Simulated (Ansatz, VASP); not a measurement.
## One calculation of TaTe, two programs

INCAR

```
SYSTEM = TaTe
ALGO = Normal ; EDIFF = 1E-7
ENCUT = 520 ; GGA = PE
ISIF = 2 ; ISMEAR = 0
ISPIN = 2 ; LASPH = .True.
LCHARG = .False. ; LMAXMIX = 4
LORBIT = 11 ; LREAL = .False.
LWAVE = .False. ; MAGMOM = 0.25 0
NBANDS = 20 ; NELM = 150
PREC = Accurate ; SIGMA = 0.05
```

Contents of KPOINTS:

```
k-points
0
Gamma
  6 6 6
  0 0 0
```

The input POSCAR:

```
TaTe
1.0
    0.0000000000      2.8462273620      2.8462273620
    2.8462273620      0.0000000000      2.8462273620
    2.8462273620      2.8462273620      0.0000000000
Ta Te
1 1
Direct
    0.5000000000      0.5000000000      0.5000000000
    0.0000000000      0.0000000000      0.0000000000
```

Input for Ansatz:

```yaml
crystal:
  lattice:
    - [0.0, 2.846227362, 2.846227362]
    - [2.846227362, 0.0, 2.846227362]
    - [2.846227362, 2.846227362, 0.0]
  atoms:
    - { symbol: Ta, position: [0.5, 0.5, 0.5], spin: 0.25 }
    - { symbol: Te, position: [0.0, 0.0, 0.0] }
basis:
  ecutwfc: 420
  ecutrho_ratio: 4
kpoints:
  mp_grid: { grid: [6, 6, 6] }
hamiltonian:
  xc: pbe
scf:
  occupations: { method: gaussian, width: 0.05 }
output:
  forces: true
  stress: true
  eigenvalues: true
  populations: true
magnetization:
  spin_polarized: true
```

Alike in both runs: task single point; functional PBE; k mesh 6 × 6 × 6; occupations gaussian, width 0.05 eV; collinear spin.

|  | VASP | Ansatz |
| --- | --- | --- |
| version | VASP 6.6.1 | Ansatz 0.2.0 |
| potentials or method | VASP PAW PBE potentials, release 64 (Ta_pv, Te), cutoff 520 eV | scalar-relativistic, plane waves, PAW |
| valence electrons in the cell | 17 | 29 |

Ansatz gave:

```
gap on the k mesh at the Fermi level (eV)                     : none
pressure (GPa)                                                : 0.0
net moment per atom (μB)                                      : 0.16
size of the moment on the site where the two differ most (μB) : 0.21
```

Q: Estimate VASP's values.

A: gap on the k mesh at the Fermi level (eV): none; pressure (GPa): 0.0; net moment per atom (μB): 0.16; size of the moment on the site where the two differ most (μB): 0.22.

Site moments also hang on the region over which each program counts them. A gap of «none» marks a metal or a gap that the smearing closes. VASP's potentials hold 17 valence electrons a cell and Ansatz's 29, so a difference there can come from the potentials and not from the codes.

Neither program's run includes spin-orbit coupling.
